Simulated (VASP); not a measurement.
Wanted: the native input for a VASP 6.6.1 run.

```
Task                   : single point
Functional             : PBE
Potentials or basis    : VASP PAW PBE potentials, release 64 (Tm_3, I), 4f in core
Cutoff                 : 500 eV
k mesh                 : 3 × 3 × 3
Occupations            : gaussian, width 0.2 eV
Spin                   : no spin polarisation
Dipole correction      : no
Further INCAR settings : ALGO = Normal; EDIFF = 1e-06; NBANDS = 26
```

The structure of TmI4 lies in POSCAR:

```
TmI4
1.0
    0.0000000000      4.8800818839      4.8800818839
    4.8800818839      0.0000000000      4.8800818839
    4.8800818839      4.8800818839      0.0000000000
Tm I
1 4
Direct
    0.5000000000      0.5000000000      0.5000000000
    0.1258725098      0.1258725098      0.1258725098
    0.1258725098      0.1258725098      0.6223824707
    0.1258725098      0.6223824707      0.1258725098
    0.6223824707      0.1258725098      0.1258725098
```

The cell was generated, and may not be a known phase.

The input as run:

INCAR

```
SYSTEM = TmI4
PREC     = Accurate       ! precision mode
ENCUT    = 500            ! plane-wave cutoff, eV
EDIFF    = 1E-6           ! SCF threshold, eV
ISMEAR   = 0              ! smearing method
SIGMA    = 0.2            ! smearing width, eV
LREAL    = .FALSE.        ! projectors in reciprocal space
LASPH    = .TRUE.         ! aspherical terms in the spheres
NELM     = 200            ! most SCF steps
ALGO     = Normal         ! electronic algorithm
ISIF     = 2              ! what is computed and relaxed
LWAVE    = .FALSE.        ! write WAVECAR
LCHARG   = .FALSE.        ! write CHGCAR
GGA      = PE             ! functional
NBANDS   = 26             ! bands
GGA_COMPAT= .FALSE.      
LMAXMIX  = 6              ! l up to which the mixer works
```

KPOINTS

```
regular mesh
0
G
  3 3 3
  0 0 0
```

Potentials or basis: VASP PAW PBE potentials, release 64 (Tm_3, I), 4f in core.

Run with:

```console
$ cat potpaw_PBE.64/Tm_3/POTCAR potpaw_PBE.64/I/POTCAR > POTCAR
$ mpirun -np 1 vasp_std > vasp.out
```

Results of the run:

```json
{
 "Pressure": "0.1 GPa",
 "Largest force": "0.007 eV/Å",
 "Band gap on the k mesh": "zero (an odd number of electrons rules out a gap without spin polarisation)"
}
```

Caveat: the k points lie up to 0.37 Å⁻¹ apart, too coarse for converged energies and pressures of a metal; spin-orbit coupling is left out, which moves the levels of the heavy elements; the 4f electrons are frozen in the core, so they carry no moment and show no levels; an odd number of electrons without spin polarisation forces a metal; a magnetic or distorted state may lie lower; the run has no spin polarisation, though such a crystal can be magnetic.

Wall time 23 s on 1 thread of AMD EPYC 9R45 96-Core Processor (Zen 5) (shared host), peak memory 0.3 GiB.
